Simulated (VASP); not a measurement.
Set up this calculation in VASP 6.6.1, as the native input.

```
Task                   : single point
Functional             : LDA
Potentials or basis    : VASP PAW LDA potentials, release 64 (Pb_d)
Cutoff                 : 520 eV
k mesh                 : 11 × 11 × 11
Occupations            : fermi-dirac, width 0.1 eV
Spin                   : no spin polarisation
Dipole correction      : no
Further INCAR settings : ALGO = Normal; EDIFF = 1e-06; NBANDS = 13
```

The structure of Pb lies in POSCAR:

```
Pb
1.0
    3.0140219188      0.0000000000      0.0000000000
    0.0000000000      3.0140219188      0.0000000000
    0.0000000000      0.0000000000      3.0140219188
Pb
1
Direct
    0.0000000000      0.0000000000      0.0000000000
```

This cell differs from its parent crystal: volume scaled by 0.88.

One way to write it, as run:

INCAR

```
SYSTEM = Pb
PREC = Accurate
ENCUT = 520
EDIFF = 1E-6
ISMEAR = -1
SIGMA = 0.1
LREAL = .FALSE.
LASPH = .TRUE.
NELM = 80
ALGO = Normal
ISIF = 2
LWAVE = .FALSE.
LCHARG = .FALSE.
GGA = CA
NBANDS = 13
```

KPOINTS

```
regular mesh
0
G
  11 11 11
  0 0 0
```

Potentials or basis: VASP PAW LDA potentials, release 64 (Pb_d).

Command:

```bash
$ cat potpaw_LDA.64/Pb_d/POTCAR > POTCAR
$ mpirun -np 1 vasp_std > vasp.out
```

Results of the run:

```yaml
Pressure: 8.8 GPa
Band_gap_on_the_k_mesh: zero (band 7 reaches 13.66 eV, above the bottom of band 8 at 5.89 eV)
```

Caveat: spin-orbit coupling is left out, which moves the levels of the heavy elements.

Wall time 13 s on 1 thread of AMD EPYC 7R43 64-Core Processor (Zen 3), with other jobs on the host, peak memory 0.1 GiB.
